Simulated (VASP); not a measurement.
Write the native input for VASP 6.6.1 that does the following.

* Task: relaxation of the atoms
* Functional: LDA
* Potentials or basis: VASP PAW LDA potentials, release 64 (Al, N)
* Cutoff: 520 eV
* k mesh: 9 × 9 × 6
* Occupations: gaussian, width 0.05 eV
* Spin: no spin polarisation
* Dipole correction: no
* Further INCAR settings: ALGO = Normal; EDIFF = 1e-07; IBRION = 2; EDIFFG = -0.01; NSW = 50

The structure of AlN lies in POSCAR:

```
AlN
1.0
    2.9960000000      0.0000000000      0.0000000000
   -1.4980000000      2.5946121098      0.0000000000
    0.0000000000      0.0000000000      4.5481000000
Al N
2 2
Direct
    0.3333333333      0.6666666667      0.0015210172
    0.6666666667      0.3333333333      0.5015210172
    0.3333333333      0.6666666667      0.3834789828
    0.6666666667      0.3333333333      0.8834789828
```

One way to write it, as run:

INCAR

```
ALGO = Normal
EDIFF = 1E-7
EDIFFG = -0.01
ENCUT = 520
IBRION = 2
ISIF = 2
ISMEAR = 0
LASPH = T
LCHARG = F
LREAL = F
LWAVE = F
NELM = 60
NSW = 50
PREC = Accurate
SIGMA = 0.05
```

KPOINTS

```
k-points
0
Gamma
  9 9 6
```

Potentials or basis: VASP PAW LDA potentials, release 64 (Al, N).

Command:

```console
$ cat potpaw_LDA.64/Al/POTCAR potpaw_LDA.64/N/POTCAR > POTCAR
$ mpirun -np 1 vasp_std > vasp.out
```

Results of the run:

```json
{"Energy gained by relaxing": "25.8 meV/atom", "Ionic steps": "3", "Pressure after relaxing": "39.5 GPa", "Band gap on the k mesh": "4.82 eV, indirect (least direct gap 5.32 eV)"}
```

It took 23 s on 1 thread of Intel Xeon 6975P-C (shared host), peak memory 0.14 GiB.
